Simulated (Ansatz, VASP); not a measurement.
# One calculation of Sn, two programs

File INCAR:

```
SYSTEM = Sn
PREC = Accurate
ENCUT = 520
EDIFF = 1E-6
ISMEAR = 0
SIGMA = 0.15
LREAL = .False.
LASPH = .True.
NELM = 80
ALGO = Fast
ISIF = 2
LWAVE = .False.
LCHARG = .True.
GGA = PE
IVDW = 12
LELF = .True.
LVHAR = .True.
NBANDS = 13
```

The input KPOINTS:

```
regular mesh
0
Gamma
  18 18 18
  0 0 0
```

File POSCAR:

```
Sn
1.0
   -1.8946518192      1.8946518192      1.7525529328
    1.8946518192     -1.8946518192      1.7525529328
    1.8946518192      1.8946518192     -1.7525529328
Sn
1
Direct
    0.0000000000      0.0000000000      0.0000000000
```

Input for Ansatz:

```yaml
crystal:
  lattice:
    - [-1.8946518192, 1.8946518192, 1.7525529328]
    - [1.8946518192, -1.8946518192, 1.7525529328]
    - [1.8946518192, 1.8946518192, -1.7525529328]
  atoms:
    - { symbol: Sn, position: [0.0, 0.0, 0.0] }
basis:
  ecutwfc: 420
kpoints:
  mp_grid: { grid: [18, 18, 18] }
hamiltonian:
  xc: pbe
  dispersion: d3bj
scf:
  occupations: { method: gaussian, width: 0.15 }
output:
  forces: true
  stress: true
  eigenvalues: true
```

Change from the starting cell: strain -0.0750 x Voigt [0, 0, 1, 0, 0, 0], atoms carried along.

Alike in both runs: task single point; functional PBE; dispersion D3(BJ); k mesh 18 × 18 × 18; occupations gaussian, width 0.15 eV; no spin polarisation.

```csv
,VASP,Ansatz
version,VASP 6.6.1,Ansatz 0.2.0
potentials or method,"VASP PAW PBE potentials, release 64 (Sn_d), cutoff 520 eV","scalar-relativistic, plane waves, PAW"
valence electrons in the cell,14,14
```

```csv
,VASP,Ansatz,Ansatz less VASP
gap on the k mesh at the Fermi level (eV),none,none,-
pressure (GPa),3.0,3.0,+0.03
"traceless stress, the component that is largest in VASP (GPa)",-0.39,-0.38,+0.004
```

A gap of «none» marks a metal or a gap that the smearing closes.
